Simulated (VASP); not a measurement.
# SrTiO3 (Pm-3m) in VASP: vibrations by perturbation theory with PBEsol

Aim: the vibrations by perturbation theory of SrTiO3 with PBEsol.

Program: VASP 6.6.1. These are calculated values, not measurements. Logs are shortened: lines on timing, memory, paths and dates and some standing lists are left out, and cuts for length are marked.

### Step 1. The cell of the first run

Symmetry: Pm-3m, No. 221, cubic system. The conventional cell has a = 3.891 Å, b = 3.891 Å, c = 3.891 Å, α = 90.00°, β = 90.00°, γ = 90.00°. Sr (site symmetry m-3m) has 12 O at 2.75 Å and 8 Ti at 3.37 Å within 3.6 Å. Ti (site symmetry m-3m) has 6 O at 1.95 Å within 2.6 Å. O (site symmetry 4/mmm) has 2 Ti at 1.95 Å within 2.6 Å.

### Step 2. Vibrations by perturbation theory, PBEsol

Contents of INCAR:

```
PREC = Accurate ; ENCUT = 520
EDIFF = 1E-8 ; ISMEAR = 0
SIGMA = 0.01 ; LREAL = False
LASPH = True ; NELM = 80
ALGO = Normal ; ISIF = 2
LWAVE = False ; LCHARG = False
GGA = PS ; NBANDS = 28
IBRION = 8 ; NSW = 1
LEPSILON = True
```

Contents of KPOINTS:

```
Automatic mesh
0
Gamma
  6 6 6
```

Contents of POSCAR:

```
SrTiO3
1.0
    3.8911491779      0.0000000000      0.0000000000
    0.0000000000      3.8911491779      0.0000000000
    0.0000000000      0.0000000000      3.8911491779
Sr Ti O
1 1 3
Direct
    0.0000000000      0.0000000000      0.0000000000
    0.5000000000      0.5000000000      0.5000000000
    0.5000000000      0.5000000000      0.0000000000
    0.5000000000      0.0000000000      0.5000000000
    0.0000000000      0.5000000000      0.5000000000
```

Potentials or basis: VASP PAW PBE potentials, release 64 (Sr_sv, Ti_sv, O).

Run with:

```console
$ cat potpaw_PBE.64/Sr_sv/POTCAR potpaw_PBE.64/Ti_sv/POTCAR potpaw_PBE.64/O/POTCAR > POTCAR
$ mpirun -np 1 vasp_std > vasp.out
```

OUTCAR:

```text
PREC = Accurate
   ENCUT = 520
   EDIFF = 1E-8
   ISMEAR = 0
   LREAL = False
   LASPH = True
   NELM = 80
   ISIF = 2
   GGA = PS
   IBRION = 8
   NSW = 1
   LEPSILON = True

 ion  position               nearest neighbor table
   1  0.000  0.000  0.000-   3 2.75   4 2.75   5 2.75   4 2.75   5 2.75   3 2.75   5 2.75   5 2.75
                             3 2.75   4 2.75   4 2.75   3 2.75   2 3.37   2 3.37   2 3.37   2 3.37
   2  0.500  0.500  0.500-   3 1.95   4 1.95   5 1.95   3 1.95   4 1.95   5 1.95   1 3.37   1 3.37
                             1 3.37   1 3.37   1 3.37   1 3.37   1 3.37   1 3.37
   3  0.500  0.500  0.000-   2 1.95   2 1.95   1 2.75   1 2.75   1 2.75   1 2.75
   4  0.500  0.000  0.500-   2 1.95   2 1.95   1 2.75   1 2.75   1 2.75   1 2.75
   5  0.000  0.500  0.500-   2 1.95   2 1.95   1 2.75   1 2.75   1 2.75   1 2.75

  LATTYP: Found a simple cubic cell.
 ALAT       =     3.8911491779

  Lattice vectors:

 A1 = (   3.8911491779,   0.0000000000,   0.0000000000)
 A2 = (   0.0000000000,   3.8911491779,   0.0000000000)
 A3 = (   0.0000000000,   0.0000000000,   3.8911491779)

Analysis of symmetry for initial positions (statically):
=====================================================================
 Subroutine PRICEL returns:
 Original cell was already a primitive cell.

 Routine SETGRP: Setting up the symmetry group for a
 simple cubic supercell.

 Subroutine GETGRP returns: Found 48 space group operations
 (whereof 48 operations were pure point group operations)
 out of a pool of 48 trial point group operations.

The static configuration has the point symmetry O_h .

Analysis of symmetry for dynamics (positions and initial velocities):
=====================================================================
 Subroutine PRICEL returns:
 Original cell was already a primitive cell.

 Routine SETGRP: Setting up the symmetry group for a
 simple cubic supercell.

 Subroutine GETGRP returns: Found 48 space group operations
 (whereof 48 operations were pure point group operations)
 out of a pool of 48 trial point group operations.

The dynamic configuration has the point symmetry O_h .

 Subroutine INISYM returns: Found 48 space group operations
 (whereof 48 operations are pure point group operations),
 and found     1 'primitive' translations

----------------------------------------------------------------------------------------

                                     Primitive cell

  volume of cell :      58.9161

  direct lattice vectors                    reciprocal lattice vectors
     3.891149178  0.000000000  0.000000000     0.256993488  0.000000000  0.000000000
     0.000000000  3.891149178  0.000000000     0.000000000  0.256993488  0.000000000
     0.000000000  0.000000000  3.891149178     0.000000000  0.000000000  0.256993488

  length of vectors
     3.891149178  3.891149178  3.891149178     0.256993488  0.256993488  0.256993488

  position of ions in fractional coordinates (direct lattice)
     0.000000000  0.000000000  0.000000000
     0.500000000  0.500000000  0.500000000
     0.500000000  0.500000000  0.000000000
[... 837 lines left out ...]
    -0.00622  0.00000 -0.00000
     0.00000 -0.00622  0.00000
     0.00000 -0.00000  0.00511

 MACROSCOPIC STATIC DIELECTRIC TENSOR (including local field effects in DFT)
 ------------------------------------------------------
           6.418557     0.000000     0.000000
           0.000000     6.418557     0.000000
          -0.000000    -0.000000     6.418557
 ------------------------------------------------------

 PIEZOELECTRIC TENSOR (including local field effects)  for field in x, y, z        (e  Angst)
          XX          YY          ZZ          XY          YZ          ZX
  --------------------------------------------------------------------------------
  x     0.00000     0.00000     0.00000     0.00000     0.00000     0.00000
  y     0.00000     0.00000     0.00000     0.00000     0.00000     0.00000
  z     0.00000     0.00000     0.00000     0.00000     0.00000     0.00000

 PIEZOELECTRIC TENSOR (including local field effects)  for field in x, y, z        (C/m^2)
          XX          YY          ZZ          XY          YZ          ZX
  --------------------------------------------------------------------------------
  x     0.00000     0.00000     0.00000     0.00000     0.00000     0.00000
  y     0.00000     0.00000     0.00000     0.00000     0.00000     0.00000
  z     0.00000     0.00000     0.00000     0.00000     0.00000     0.00000

 BORN EFFECTIVE CHARGES (including local field effects) (in |e|, cummulative output)
 ---------------------------------------------------------------------------------
 ion    1
    1     2.55801     0.00000     0.00000
    2     0.00000     2.55801    -0.00000
    3     0.00000     0.00000     2.55801
 ion    2
    1     7.40355     0.00000     0.00000
    2     0.00000     7.40355     0.00000
    3     0.00000    -0.00000     7.40355
 ion    3
    1    -2.05180     0.00000    -0.00000
    2     0.00000    -2.05180     0.00000
    3    -0.00000     0.00000    -5.85797
 ion    4
    1    -2.05180     0.00000     0.00000
    2    -0.00000    -5.85797    -0.00000
    3     0.00000    -0.00000    -2.05180
 ion    5
    1    -5.85797     0.00000     0.00000
    2    -0.00000    -2.05180    -0.00000
    3    -0.00000     0.00000    -2.05180

 INTERNAL STRAIN TENSOR FOR ION    5 for displacements in x,y,z  (eV/Angst):
          X           Y           Z          XY          YZ          ZX
  --------------------------------------------------------------------------------
  x     0.00000     0.00000     0.00000     0.00000     0.00000     0.00000
  y     0.00000     0.00000     0.00000     0.00000     0.00000     0.00000
  z     0.00000     0.00000     0.00000     0.00000     0.00000     0.00000

 SECOND DERIVATIVES (NOT SYMMETRIZED)
 ------------------------------------
               1X          1Y          1Z          2X          2Y          2Z          3X          3Y          3Z          4X          4Y          4Z          5X          5Y          5Z
  1X    -3.680383    0.000000   -0.000000    3.018200    0.000000    0.000000   -0.259251   -0.000000    0.000000   -0.259251    0.000000    0.000000    1.180687    0.000000    0.000000
  1Y     0.000000   -3.680383   -0.000000   -0.000000    3.018200    0.000000   -0.000000   -0.259251    0.000000   -0.000000    1.180687    0.000000    0.000000   -0.259251    0.000000
  1Z     0.000000    0.000000   -3.680383    0.000000   -0.000000    3.018200    0.000000   -0.000000    1.180687    0.000000   -0.000000   -0.259251    0.000000    0.000000   -0.259251
  2X     2.994124    0.000000    0.000000   -2.108987    0.000000   -0.000000   -0.362548    0.000000   -0.000000   -0.362548   -0.000000   -0.000000   -0.160042    0.000000   -0.000000
  2Y     0.000000    2.994124    0.000000    0.000000   -2.108987    0.000000    0.000000   -0.362548   -0.000000    0.000000   -0.160042    0.000000   -0.000000   -0.362548   -0.000000
  2Z     0.000000    0.000000    2.994124    0.000000    0.000000   -2.108987    0.000000    0.000000   -0.160042    0.000000    0.000000   -0.362548    0.000000    0.000000   -0.362548
  3X    -0.256685    0.000000    0.000000   -0.367694    0.000000    0.000000   -3.978219    0.000000    0.000000   -0.899544    0.000000    0.000000    5.502142    0.000000    0.000000
  3Y     0.000000   -0.256685    0.000000    0.000000   -0.367694    0.000000    0.000000   -3.978219    0.000000    0.000000    5.502142    0.000000    0.000000   -0.899544    0.000000
  3Z    -0.000000   -0.000000    1.204509   -0.000000   -0.000000   -0.185927   -0.000000    0.000000  -12.040149    0.000000    0.000000    5.510783   -0.000000    0.000000    5.510783
  4X    -0.256685    0.000000    0.000000   -0.367694    0.000000    0.000000   -0.899544    0.000000    0.000000   -3.978219    0.000000    0.000000    5.502142    0.000000    0.000000
  4Y    -0.000000    1.204509   -0.000000   -0.000000   -0.185927   -0.000000   -0.000000    5.510783   -0.000000    0.000000  -12.040149   -0.000000   -0.000000    5.510783   -0.000000
  4Z     0.000000    0.000000   -0.256685    0.000000    0.000000   -0.367694    0.000000    0.000000    5.502142    0.000000    0.000000   -3.978219    0.000000    0.000000   -0.899544
  5X     1.204509   -0.000000   -0.000000   -0.185927   -0.000000   -0.000000    5.510783   -0.000000    0.000000    5.510783   -0.000000    0.000000  -12.040149   -0.000000    0.000000
  5Y     0.000000   -0.256685    0.000000    0.000000   -0.367694    0.000000    0.000000   -0.899544    0.000000    0.000000    5.502142    0.000000    0.000000   -3.978219    0.000000
  5Z     0.000000    0.000000   -0.256685    0.000000    0.000000   -0.367694    0.000000    0.000000    5.502142    0.000000    0.000000   -0.899544    0.000000    0.000000   -3.978219

 Eigenvectors and eigenvalues of the dynamical matrix
 ----------------------------------------------------

   1 f  =   16.136472 THz   101.388442 2PiTHz  538.254761 cm-1    66.735055 meV
             X         Y         Z           dx          dy          dz
      0.000000  0.000000  0.000000    -0.028349    0.012979   -0.000000
      1.945575  1.945575  1.945575    -0.002982    0.001365   -0.000000
      1.945575  1.945575  0.000000    -0.346598    0.158688    0.000000
      1.945575  0.000000  1.945575    -0.346598   -0.350373    0.000000
      0.000000  1.945575  1.945575     0.765266    0.158688   -0.000000
[... 105 lines left out ...]
  15 f/i=    1.918853 THz    12.056510 2PiTHz   64.006049 cm-1     7.935735 meV
             X         Y         Z           dx          dy          dz
      0.000000  0.000000  0.000000     0.017075   -0.010641   -0.260462
      1.945575  1.945575  1.945575     0.031165   -0.019420   -0.475376
      1.945575  1.945575  0.000000    -0.032905    0.020505    0.443155
      1.945575  0.000000  1.945575    -0.032905    0.018104    0.501926
      0.000000  1.945575  1.945575    -0.029052    0.020505    0.501926

--------------------------------------------------------------------------------------------------------

 MACROSCOPIC STATIC DIELECTRIC TENSOR IONIC CONTRIBUTION
 ------------------------------------------------------
           4.948862     0.000000     0.000000
           0.000000     4.948862     0.000000
           0.000000     0.000000     4.948862
 ------------------------------------------------------

 ELASTIC MODULI CONTR FROM IONIC RELAXATION (kBar)
 Direction    XX          YY          ZZ          XY          YZ          ZX
 --------------------------------------------------------------------------------
 XX           0.0000      0.0000      0.0000      0.0000      0.0000      0.0000
 YY           0.0000      0.0000      0.0000      0.0000      0.0000      0.0000
 ZZ           0.0000      0.0000      0.0000      0.0000      0.0000      0.0000
 XY           0.0000      0.0000      0.0000      0.0000      0.0000      0.0000
 YZ           0.0000      0.0000      0.0000      0.0000      0.0000      0.0000
 ZX           0.0000      0.0000      0.0000      0.0000      0.0000      0.0000
 --------------------------------------------------------------------------------

 PIEZOELECTRIC TENSOR IONIC CONTR  for field in x, y, z        (C/m^2)
          XX          YY          ZZ          XY          YZ          ZX
  --------------------------------------------------------------------------------
  x     0.00000     0.00000     0.00000     0.00000     0.00000     0.00000
  y     0.00000     0.00000     0.00000     0.00000     0.00000     0.00000
  z     0.00000     0.00000     0.00000     0.00000     0.00000     0.00000
```

It took 28 min on 1 thread of AMD EPYC 7R13 (Zen 3), shared host; peak memory 0.46 GiB.

Results:

```yaml
Electronic_dielectric_tensor_diagonal: 6.42
Born_charges_mean_of_the_diagonal: Sr +2.56; Ti +7.40; O -3.32 e
Highest_phonon_frequency_at_Γ_LO-TO_splitting_left_out: 538 cm⁻¹
Most_unstable_mode: 64i cm⁻¹
```

Phonon frequencies in cm⁻¹ (negative: imaginary):
| q point | frequencies |
| --- | --- |
| (0.000, 0.000, 0.000) | -64 -64 -64 0 0 0 159 159 159 229 229 229 538 538 538 |

Electronic dielectric tensor:
```
6.42 0.00 0.00
0.00 6.42 0.00
0.00 0.00 6.42
```

Born effective charge tensors (e):
atom 1, Sr
```
2.56 0.00 0.00
0.00 2.56 0.00
0.00 0.00 2.56
```
atom 2, Ti
```
7.40 0.00 0.00
0.00 7.40 0.00
0.00 0.00 7.40
```
atom 3, O
```
-2.05  0.00  0.00
 0.00 -2.05  0.00
 0.00  0.00 -5.86
```
atom 4, O
```
-2.05  0.00  0.00
 0.00 -5.86  0.00
 0.00  0.00 -2.05
```
atom 5, O
```
-5.86  0.00  0.00
 0.00 -2.05  0.00
 0.00  0.00 -2.05
```

Caveat: some modes are imaginary.
